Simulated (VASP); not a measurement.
# Pt (Fd-3m) in VASP: notebook

Runs on Pt. Level: revPBE. Tasks: relaxation of cell and atoms, single point.

Everything below comes from runs of VASP 6.6.1. Logs are shortened: lines on timing, memory, paths and dates and some standing lists are left out, and cuts for length are marked.

## Step 1: The cell of the first run

Symmetry: Fd-3m, No. 227, cubic system. The conventional cell has a = 5.463 Å, b = 5.463 Å, c = 5.463 Å, α = 90.00°, β = 90.00°, γ = 90.00°. Within 3.1 Å of Pt (site symmetry -43m) lie 4 Pt at 2.37 Å.

This isn't the form of Pt at room conditions, which is fcc.

## Step 2: Relaxation of cell and atoms, revPBE

INCAR reads:

```
SYSTEM = Pt
PREC = Accurate ; ENCUT = 600
EDIFF = 1E-7 ; ISMEAR = -1
SIGMA = 0.1 ; LREAL = .FALSE.
LASPH = .TRUE. ; NELM = 60
ALGO = Normal ; ISIF = 3
LWAVE = .FALSE. ; LCHARG = .FALSE.
GGA = RE ; IBRION = 2
NSW = 80 ; EDIFFG = -0.01
```

KPOINTS reads:

```
regular mesh
0
G
  10 10 10
  0 0 0
```

POSCAR reads:

```
Pt
1.0
    0.0000000000      2.7314125730      2.7314125730
    2.7314125730      0.0000000000      2.7314125730
    2.7314125730      2.7314125730      0.0000000000
Pt
2
Direct
    0.1250000000      0.1250000000      0.1250000000
    0.8750000000      0.8750000000      0.8750000000
```

Potentials or basis: VASP PAW PBE potentials, release 64 (Pt).

The run is started by

```
$ cat potpaw_PBE.64/Pt/POTCAR > POTCAR
$ mpirun -np 1 vasp_std > vasp.out
```

OUTCAR:

```text
SYSTEM = Pt
   PREC = Accurate
   ENCUT = 600
   EDIFF = 1E-7
   ISMEAR = -1
   LREAL = .FALSE.
   LASPH = .TRUE.
   NELM = 60
   ISIF = 3
   GGA = RE
   IBRION = 2
   NSW = 80
   EDIFFG = -0.01

 ion  position               nearest neighbor table
   1  0.125  0.125  0.125-   2 2.37   2 2.37   2 2.37   2 2.37
   2  0.875  0.875  0.875-   1 2.37   1 2.37   1 2.37   1 2.37

  LATTYP: Found a face centered cubic cell.
 ALAT       =     5.4628251460

  Lattice vectors:

 A1 = (   0.0000000000,   2.7314125730,   2.7314125730)
 A2 = (   2.7314125730,   0.0000000000,   2.7314125730)
 A3 = (   2.7314125730,   2.7314125730,   0.0000000000)

Analysis of symmetry for initial positions (statically):
=====================================================================
 Subroutine PRICEL returns:
 Original cell was already a primitive cell.

 Routine SETGRP: Setting up the symmetry group for a
 face centered cubic supercell.

 Subroutine GETGRP returns: Found 48 space group operations
 (whereof 12 operations were pure point group operations)
 out of a pool of 48 trial point group operations.

The static configuration has the point symmetry D_3d.
 The point group associated with its full space group is O_h .

Analysis of symmetry for dynamics (positions and initial velocities):
=====================================================================
 Subroutine PRICEL returns:
 Original cell was already a primitive cell.

 Routine SETGRP: Setting up the symmetry group for a
 face centered cubic supercell.

 Subroutine GETGRP returns: Found 48 space group operations
 (whereof 12 operations were pure point group operations)
 out of a pool of 48 trial point group operations.

The dynamic configuration has the point symmetry D_3d.
 The point group associated with its full space group is O_h .

 Subroutine INISYM returns: Found 48 space group operations
 (whereof 12 operations are pure point group operations),
 and found     1 'primitive' translations

----------------------------------------------------------------------------------------

                                     Primitive cell

  volume of cell :      40.7560

  direct lattice vectors                    reciprocal lattice vectors
     0.000000000  2.731412573  2.731412573    -0.183055465  0.183055465  0.183055465
     2.731412573  0.000000000  2.731412573     0.183055465 -0.183055465  0.183055465
     2.731412573  2.731412573  0.000000000     0.183055465  0.183055465 -0.183055465

  length of vectors
     3.862800705  3.862800705  3.862800705     0.317061367  0.317061367  0.317061367

  position of ions in fractional coordinates (direct lattice)
     0.125000000  0.125000000  0.125000000
     0.875000000  0.875000000  0.875000000

  ion indices of the primitive-cell ions
   primitive index   ion index
                 1           1
                 2           2

----------------------------------------------------------------------------------------

 KPOINTS: regular mesh

Automatic generation of k-mesh.
 Grid dimensions read from file:
 generate k-points for:   10   10   10

 Generating k-lattice:

  Cartesian coordinates                     Fractional coordinates (reciprocal lattice)
    -0.018305547  0.018305547  0.018305547     0.100000000  0.000000000  0.000000000
     0.018305547 -0.018305547  0.018305547     0.000000000  0.100000000  0.000000000
     0.018305547  0.018305547 -0.018305547     0.000000000  0.000000000  0.100000000

  Length of vectors
     0.031706137  0.031706137  0.031706137

  Shift w.r.t. Gamma in fractional coordinates (k-lattice)
     0.000000000  0.000000000  0.000000000

 Subroutine IBZKPT returns following result:
 ===========================================

 Found     47 irreducible k-points:

 Following reciprocal coordinates:
            Coordinates               Weight
  0.000000  0.000000  0.000000      1.000000
  0.100000  0.000000  0.000000      8.000000
  0.200000  0.000000  0.000000      8.000000
  0.300000  0.000000  0.000000      8.000000
  0.400000  0.000000  0.000000      8.000000
  0.500000  0.000000  0.000000      4.000000
[... 16 lines left out ...]
  0.300000  0.300000  0.000000      6.000000
  0.400000  0.300000  0.000000     24.000000
 [... further k-points ...]
   k-points           NKPTS =     47   k-points in BZ     NKDIM =     47   number of bands    NBANDS=     14
   number of dos      NEDOS =    301   number of ions     NIONS =      2
   total plane-waves  NPLWV =  32768
   dimension x,y,z NGX =    32 NGY =   32 NGZ =   32
   dimension x,y,z NGXF=    64 NGYF=   64 NGZF=   64
   ions per type =               2
   NGX,Y,Z   is equivalent  to a cutoff of  13.77, 13.77, 13.77 a.u.
   NGXF,Y,Z  is equivalent  to a cutoff of  27.54, 27.54, 27.54 a.u.
 SYSTEM =  Pt
   PREC   = accura    normal or accurate (medium, high low for compatibility)
   ISTART =      0    job   : 0-new  1-cont  2-samecut
   ICHARG =      2    charge: 1-file 2-atom 10-const
   ISPIN  =      1    spin polarized calculation?
   LNONCOLLINEAR =      F non collinear calculations
   LSORBIT =      F    spin-orbit coupling
   LASPH  =      T    aspherical Exc in radial PAW
   ENCUT  =  600.0 eV  44.10 Ry    6.64 a.u.   7.71  7.71  7.71*2*pi/ulx,y,z
   NELM   =     60;   NELMIN=  2; NELMDL= -5     # of ELM steps
   EDIFF  = 0.1E-06   stopping-criterion for ELM
   LREAL  =      F    real-space projection
   EDIFFG = -.1E-01   stopping-criterion for IOM
   NSW    =     80    number of steps for IOM
   IBRION =      2    ionic relax: 0-MD 1-quasi-New 2-CG
   NFREE  =      1    steps in history (QN), initial steepest desc. (CG)
   ISIF   =      3    stress and relaxation
   ISYM   =      2    0-nonsym 1-usesym 2-fastsym
   POTIM  = 0.5000    time-step for ionic-motion
   TEBEG  =    0.0;   TEEND  =   0.0 temperature during run
   PSTRESS=    0.0 pullay stress
   NELECT =      20.0000    total number of electrons
   NUPDOWN=      -1.0000    fix difference up-down
   EMIN   =  10.00;   EMAX   =-10.00  energy-range for DOS
   EFERMI =   0.00;   METHOD = LEGACY
   ISMEAR =    -1;   SIGMA  =   0.10  broadening in eV -4-tet -1-fermi 0-gaus
   EFERMI_NEDOS =   21; number of points for ismear=-14 and -15
   IALGO  =     38    algorithm
   IMIX   =      4    mixing-type and parameters
     AMIX     =   0.40;   BMIX     =  1.00
     AMIX_MAG =   1.60;   BMIX_MAG =  1.00
  volume/ion in A,a.u.               =      20.38       137.52
  Fermi-wavevector in a.u.,A,eV,Ry     =   1.291281  2.440168 22.686455  1.667407
  Thomas-Fermi vector in A             =   2.423061
   LORBIT       =      0    0 simple, 1 ext, 2 COOP (PROOUT), +10 PAW based schemes
   GGA     = RE    functional components
   LHFCALC =     F    Hartree Fock is set to
   AEXX    =    0.0000 exact exchange contribution
   IVDW    =     0    specifies the selected vdW correction
   LEPSILON=     F    determine dielectric tensor
   LRPA    =     F    only Hartree local field effects (RPA)
 conjugate gradient relaxation of ions
 non-spin polarized calculation
  energy-cutoff  :      600.00
  volume of cell :       40.76
 maximum number of plane-waves:      1380
   NGX = 15   NGY = 15   NGZ = 15

--------------------------------------- Ionic step        1  -------------------------------------------

 number of electron      20.0000001 magnetization

 Free energy of the ion-electron system (eV)
  ---------------------------------------------------
  ext. energy  EPLUGINS =         0.00000000
  ---------------------------------------------------
  free energy    TOTEN  =        -8.56418947 eV

  energy without entropy =       -8.44325723  energy(sigma->0) =       -8.50372335

------------------------ aborting loop because EDIFF is reached ----------------------------------------

  FORCE on cell =-STRESS in cart. coord.  units (eV):
  Direction    XX          YY          ZZ          XY          YZ          ZX
  --------------------------------------------------------------------------------------
  -------------------------------------------------------------------------------------
  Total        8.0489233      8.0489233      8.0489233      0.0000000      0.0000000     -0.0000000
  in kB      316.4145622    316.4145622    316.4145622      0.0000000      0.0000000     -0.0000000
  external PRESSURE =     316.4145622 kB  Pullay stress =       0.0000000 kB
[... 21 lines left out ...]
  energy  without entropy=       -8.4432572258  energy(sigma->0) =       -8.50372335

--------------------------------------- Ionic step        2  -------------------------------------------

 number of electron      19.9999999 magnetization

 E-fermi :   1.5527     XC(G=0):  -8.3560

 val. band max:        1.5511918345   @ k =   0.2000   0.2000   0.0000
 cond. band min:       1.5539011365   @ k =  -0.4000   0.4000   0.1000
 fundamental gap:      0.0027093020
 Fermi energy:         1.5526844792

 k-point     1 :       0.0000    0.0000    0.0000
  band No.  band energies     occupation
      1      -3.0789      2.00000
      2      -0.9846      2.00000
      3      -0.9846      2.00000
      4      -0.9846      2.00000
      5      -0.9640      2.00000
      6      -0.9640      2.00000
      7       0.5396      1.99992
      8       0.5396      1.99992
      9       0.5396      1.99992
     10       1.3992      1.64542
     11       1.3992      1.64541
     12       9.3122      0.00000
     13      10.4670      0.00000
     14      10.4670      0.00000
[... 496 lines left out ...]
  energy  without entropy=       -9.0750305251  energy(sigma->0) =       -9.15521596

--------------------------------------- Ionic step        5  -------------------------------------------

 number of electron      20.0000000 magnetization

 Free energy of the ion-electron system (eV)
  ---------------------------------------------------
  ext. energy  EPLUGINS =         0.00000000
  ---------------------------------------------------
  free energy    TOTEN  =        -9.23603173 eV

  energy without entropy =       -9.07696576  energy(sigma->0) =       -9.15649875

 E-fermi :   4.9083     XC(G=0): -10.2322

 val. band max:        4.9045485286   @ k =  -0.1000   0.1000   0.0000
 cond. band min:       4.9359746817   @ k =   0.5000   0.2000   0.1000
 fundamental gap:      0.0314261531
 Fermi energy:         4.9083093936

 k-point     1 :       0.0000    0.0000    0.0000
  band No.  band energies     occupation
      1      -1.9011      2.00000
      2       0.6019      2.00000
      3       0.6019      2.00000
      4       0.7409      2.00000
      5       0.7409      2.00000
      6       0.7409      2.00000
      7       3.1347      2.00000
      8       3.1347      2.00000
      9       3.1347      2.00000
     10       4.8087      1.46049
     11       4.8087      1.46049
     12      15.2798      0.00000
     13      15.4926      0.00000
     14      16.3123      0.00000
[... 420 lines left out ...]
  FREE ENERGIE OF THE ION-ELECTRON SYSTEM (eV)
  ---------------------------------------------------
  free  energy   TOTEN  =        -9.2360317319 eV

  energy  without entropy=       -9.0769657607  energy(sigma->0) =       -9.15649875

 reached required accuracy - stopping structural energy minimisation
```

Wall time 2 min (1 thread of AMD EPYC 7R13, shared host); peak memory 0.18 GiB.

Results:

| Property | Result |
| --- | --- |
| Free energy | -9.2360 eV |
| Relaxed volume | 24.50 Å³/atom |
| Relaxed cell | a = 4.107 Å, b = 4.107 Å, c = 4.107 Å, α = 60.00°, β = 60.00°, γ = 60.00° |
| Space group after relaxing (to 0.1 Å) | Fd-3m (No. 227) |
| Energy gained by relaxing | 335.9 meV/atom |
| Ionic steps | 5 |
| Pressure after relaxing | 0.0 GPa |
| Band gap on the k mesh | zero (bands 10 and 11 overlap by 0.56 eV) |

The path:
| step | energy change (eV) | largest force (eV/Å) | pressure (GPa) | volume (Å³) |
| --- | --- | --- | --- | --- |
| 1 | 0.0000 | 0.0000 | 31.64 | 40.76 |
| 2 | 0.6012 | 0.0000 | -13.42 | 69.40 |
| 3 | -0.6647 | 0.0000 | -2.11 | 50.05 |
| 4 | -0.6712 | 0.0000 | -0.64 | 49.30 |
| 5 | -0.6718 | 0.0000 | 0.01 | 48.99 |

Final structure:
```xyz
2
Lattice="0.0000 2.9042 2.9042 2.9042 0.0000 2.9042 2.9042 2.9042 0.0000" Properties=species:S:1:pos:R:3 pbc="T T T"
Pt    0.7261    0.7261    0.7261
Pt    5.0824    5.0824    5.0824
```

Caveat: the volume moved by over 15 % at a fixed basis, so the end points are rough; the PAW data sets were made with another functional, which shifts forces and pressure a little; spin-orbit coupling is left out, which moves the levels of the heavy elements.

## Step 3: Single point, revPBE

This run uses another cell than the first one, of 24.58 Å³/atom.

INCAR reads:

```
PREC = Accurate
ENCUT = 520
EDIFF = 1E-6
ISMEAR = -1
SIGMA = 0.1
LREAL = F
LASPH = T
NELM = 80
ALGO = Normal
ISIF = 2
LWAVE = F
LCHARG = F
GGA = RE
NBANDS = 17
```

KPOINTS reads:

```
regular mesh
0
Gamma
  15 15 15
```

POSCAR reads:

```
Pt
1.0
    0.0000000000      2.9075463163      2.9075463163
    2.9075463163      0.0000000000      2.9075463163
    2.9075463163      2.9075463163      0.0000000000
Pt
2
Direct
    0.1250000000      0.1250000000      0.1250000000
    0.8750000000      0.8750000000      0.8750000000
```

Potentials or basis: VASP PAW PBE potentials, release 64 (Pt).

The run is started by

```
$ cat potpaw_PBE.64/Pt/POTCAR > POTCAR
$ mpirun -np 1 vasp_std > vasp.out
```

Run time: 73 s. Hardware: 1 thread of AMD EPYC 7R13, shared host; peak memory 0.2 GiB.

The run converged. Its results:

```yaml
Free_energy: -9.2381 eV
Pressure: -0.3 GPa
Band_gap_on_the_k_mesh: zero (bands 10 and 11 overlap by 0.59 eV)
```

Levels at points of the mesh, in eV from the Fermi level:
```
           k point  band 8  band 9  band 10  band 11  band 12  band 13
(0.00, 0.00, 0.00)   -1.77   -1.77    -0.10    -0.10    10.35    10.57
```

Caveat: the PAW data sets were made with another functional, which shifts forces and pressure a little; spin-orbit coupling is left out, which moves the levels of the heavy elements.
